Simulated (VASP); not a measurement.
HfO2:

```
Hf O
1.0
     0.00000    2.46595    2.55393
     2.46595    0.00000    2.55393
     2.46595    2.46595    0.00000
Hf O
1 2
Direct
  0.00000 0.00000 0.00000
  0.25000 0.25000 0.25000
  0.75000 0.75000 0.75000
```

This cell differs from its parent crystal: epitaxial xy strain -2.5%.

Base run:

- Program: VASP 6.6.1
- Functional: r2SCAN
- Potentials or basis: VASP PAW PBE potentials, release 64 (Hf_pv, O)
- Cutoff: 520 eV
- k mesh: 8 × 8 × 8
- Occupations: gaussian, width 0.01 eV
- Spin: no spin polarisation

Its results: band gap on the k mesh 4.11 eV, indirect (least direct gap 4.23 eV); pressure 7.7 GPa.

Q: The run is repeated on the same cell with these changes: functional from r2SCAN to PBE; occupations from gaussian, width 0.01 eV to fermi-dirac, width 0.02 eV. What comes out?

A: Band gap on the k mesh 3.58 eV, indirect (least direct gap 3.73 eV); pressure 13.8 GPa.

Caveats: spin-orbit coupling is left out, which moves the levels of the heavy elements; the PAW data sets were made with another functional, which shifts forces and pressure a little (some runs).

A k mesh can miss the band edges.
